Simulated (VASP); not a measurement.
# InP in VASP: further runs, part 2 of 2

VASP 6.6.1. The steps go on from the part before.

## (3) Single point, PBEsol

Contents of INCAR:

```
  PREC = Accurate
  ENCUT = 520
  EDIFF = 1E-6
  ISMEAR = 0
  SIGMA = 0.1
  LREAL = False
  LASPH = True
  NELM = 100
  ALGO = Normal
  ISIF = 2
  LWAVE = False
  LCHARG = False
  LDIPOL = True
  IDIPOL = 3
  DIPOL = 0.5 0.5 0.500
  GGA = PS
  NBANDS = 46
```

Contents of KPOINTS:

```
Automatic mesh
0
Gamma
  9 9 1
```

Contents of POSCAR:

```
InP
1.0
    3.8601906168      0.0000000000      0.0000000000
    0.0000000000      3.8601906168      0.0000000000
    0.0000000000      0.0000000000     23.1887008854
In P
4 4
Direct
    0.5000000000      0.5000000000      0.3290224548
    0.0000000000      0.0000000000      0.4374757638
    0.5000000000      0.5000000000      0.5625242266
    0.0000000000      0.0000000000      0.6709775551
    0.0000000000      0.0000000000      0.3217764964
    0.5000000000      0.5000000000      0.4451219596
    0.0000000000      0.0000000000      0.5548780143
    0.5000000000      0.5000000000      0.6782235293
```

Potentials or basis: VASP PAW PBE potentials, release 64 (In_d, P).

The run is started by

```
$ cat potpaw_PBE.64/In_d/POTCAR potpaw_PBE.64/P/POTCAR > POTCAR
$ mpirun -np 1 vasp_std > vasp.out
```

OUTCAR:

```text
PREC = Accurate
   ENCUT = 520
   EDIFF = 1E-6
   ISMEAR = 0
   LREAL = False
   LASPH = True
   NELM = 100
   ISIF = 2
   GGA = PS

 ion  position               nearest neighbor table
   1  0.500  0.500  0.329-   6 2.69   5 2.73   5 2.73   5 2.73   5 2.73   2 3.71   2 3.71   2 3.71
                             2 3.71
   2  0.000  0.000  0.437-   5 2.68   7 2.72   6 2.74   6 2.74   6 2.74   6 2.74   1 3.71   1 3.71
                             1 3.71   1 3.71   3 3.98   3 3.98   3 3.98   3 3.98
   3  0.500  0.500  0.563-   8 2.68   6 2.72   7 2.74   7 2.74   7 2.74   7 2.74   4 3.71   4 3.71
                             4 3.71   4 3.71   2 3.98   2 3.98   2 3.98   2 3.98
   4  0.000  0.000  0.671-   7 2.69   8 2.73   8 2.73   8 2.73   8 2.73   3 3.71   3 3.71   3 3.71
                             3 3.71
   5  0.000  0.000  0.322-   2 2.68   1 2.73   1 2.73   1 2.73   1 2.73
   6  0.500  0.500  0.445-   1 2.69   3 2.72   2 2.74   2 2.74   2 2.74   2 2.74
   7  0.000  0.000  0.555-   4 2.69   2 2.72   3 2.74   3 2.74   3 2.74   3 2.74
   8  0.500  0.500  0.678-   3 2.68   4 2.73   4 2.73   4 2.73   4 2.73

  LATTYP: Found a simple tetragonal cell.
 ALAT       =     3.8601906168
 C/A-ratio  =     6.0071388145

  Lattice vectors:

 A1 = (   3.8601906168,   0.0000000000,   0.0000000000)
 A2 = (   0.0000000000,   3.8601906168,   0.0000000000)
 A3 = (   0.0000000000,   0.0000000000,  23.1887008854)

Analysis of symmetry for initial positions (statically):
=====================================================================
 Subroutine PRICEL returns:
 Original cell was already a primitive cell.

 Routine SETGRP: Setting up the symmetry group for a
 simple tetragonal supercell.

 Subroutine GETGRP returns: Found 16 space group operations
 (whereof  8 operations were pure point group operations)
 out of a pool of 16 trial point group operations.

The static configuration has the point symmetry C_4v.
 The point group associated with its full space group is D_4h.

Analysis of symmetry for dynamics (positions and initial velocities):
=====================================================================
 Subroutine PRICEL returns:
[... 148 lines left out ...]
 NGX is ok and might be reduce to    30
   NGX = 15   NGY = 15   NGZ = 87

 dipolmoment           0.000000      0.000000     -0.000000 electrons x Angstroem

 number of electron      71.9999993 magnetization

 dipolmoment           0.000000      0.000000      0.000005 electrons x Angstroem

 Free energy of the ion-electron system (eV)
  ---------------------------------------------------
  ext. energy  EPLUGINS =         0.00000000
  ---------------------------------------------------
  free energy    TOTEN  =       -34.38569332 eV

  energy without entropy =      -34.36440987  energy(sigma->0) =      -34.37505159

 E-fermi :   1.0482     XC(G=0):  -5.6494

 val. band max:        1.0304788811   @ k =   0.3333   0.0000   0.0000
 cond. band min:       1.0652729751   @ k =   0.2222   0.0000   0.0000
 fundamental gap:      0.0347940940
 Fermi energy:         1.0482415736

 k-point     1 :       0.0000    0.0000    0.0000
  band No.  band energies     occupation
      1     -13.4532      2.00000
      2     -13.3705      2.00000
      3     -13.1865      2.00000
      4     -13.1568      2.00000
      5     -13.1439      2.00000
      6     -13.1150      2.00000
[... 724 lines left out ...]
     45       6.4687      0.00000
     46       6.8696      0.00000

------------------------ aborting loop because EDIFF is reached ----------------------------------------

 vacuum level on the upper side and lower side of the slab       (xc-potential included)        -0.212        -0.212

  FORCE on cell =-STRESS in cart. coord.  units (eV):
  Direction    XX          YY          ZZ          XY          YZ          ZX
  --------------------------------------------------------------------------------------
  -------------------------------------------------------------------------------------
  Total       -2.0782362     -2.0782362     -0.0658822      0.0000000      0.0000000      0.0000000
  in kB       -9.6363277     -9.6363277     -0.3054814      0.0000000      0.0000000      0.0000000
  external PRESSURE =      -6.5260456 kB  Pullay stress =       0.0000000 kB

 VOLUME and BASIS-vectors are now :
 -----------------------------------------------------------------------------
  energy-cutoff  :      520.00
  volume of cell :      345.54
      direct lattice vectors                 reciprocal lattice vectors
     3.860190617  0.000000000  0.000000000     0.259054565  0.000000000  0.000000000
     0.000000000  3.860190617  0.000000000     0.000000000  0.259054565  0.000000000
     0.000000000  0.000000000 23.188700885     0.000000000  0.000000000  0.043124451

 POSITION                                       TOTAL-FORCE (eV/Angst)
 -----------------------------------------------------------------------------------
      1.93010      1.93010      7.62960         0.000000      0.000000      0.008821
      0.00000      0.00000     10.14449         0.000000     -0.000000     -0.012367
      1.93010      1.93010     13.04421         0.000000      0.000000      0.012367
      0.00000      0.00000     15.55910         0.000000     -0.000000     -0.008821
      0.00000      0.00000      7.46158         0.000000     -0.000000     -0.007371
      1.93010      1.93010     10.32180        -0.000000     -0.000000      0.014813
      0.00000      0.00000     12.86690         0.000000     -0.000000     -0.014813
      1.93010      1.93010     15.72712         0.000000     -0.000000      0.007371
 -----------------------------------------------------------------------------------
    total drift:                                0.000000      0.000000      0.000650

  FREE ENERGIE OF THE ION-ELECTRON SYSTEM (eV)
  ---------------------------------------------------
  free  energy   TOTEN  =       -34.3856933206 eV

  energy  without entropy=      -34.3644098689  energy(sigma->0) =      -34.37505159

 vacuum level on the upper side and lower side of the slab         5.536         5.536
```

OSZICAR:

```text
N       E                     dE             d eps       ncg     rms          rms(c)
DAV:   1     0.668474009284E+03    0.66847E+03   -0.31661E+04  1444   0.153E+03
DAV:   2     0.530635183005E+02   -0.61541E+03   -0.60000E+03  1444   0.391E+02
DAV:   3    -0.308030889969E+02   -0.83867E+02   -0.82143E+02  1660   0.181E+02
[... 17 lines left out ...]
DAV:  21    -0.343856650719E+02   -0.57168E-04   -0.59631E-06  1264   0.204E-02    0.352E-03
DAV:  22    -0.343856754229E+02   -0.10351E-04   -0.77921E-07  1182   0.769E-03    0.514E-03
DAV:  23    -0.343856837138E+02   -0.82909E-05   -0.54771E-07  1120   0.760E-03    0.244E-03
DAV:  24    -0.343856927502E+02   -0.90364E-05   -0.82321E-07  1132   0.634E-03    0.438E-04
DAV:  25    -0.343856933206E+02   -0.57039E-06   -0.61685E-08  1102   0.227E-03
   1 F= -.34385693E+02 E0= -.34375052E+02  d E =-.212835E-01
```

Run time: 10 min. Hardware: 1 thread of Intel Xeon Platinum 8259CL at 2.50GHz (Skylake/Cascade Lake), shared host; peak memory 0.47 GiB.

Results:

- Free energy: -34.3857 eV
- Largest force: 0.015 eV/Å
- Band gap on the k mesh: zero (band 36 reaches 1.38 eV, above the bottom of band 37 at -0.22 eV)

Forces in eV/Å, atoms in the order of the input:
```
In   0.000  0.000  0.009
In   0.000  0.000 -0.012
In   0.000  0.000  0.012
In   0.000  0.000 -0.009
P    0.000  0.000 -0.007
P    0.000  0.000  0.015
P    0.000  0.000 -0.015
P    0.000  0.000  0.007
```

Levels at points of the mesh, in eV from the Fermi level:
```tsv
k point	band 34	band 35	band 36	band 37	band 38	band 39
(0.00, 0.00, 0.00)	-0.99	-0.99	-0.40	-0.40	-0.08	1.33
```

Caveat: the PAW data sets were made with another functional, which shifts forces and pressure a little; spin-orbit coupling is left out, which moves the levels of the heavy elements.
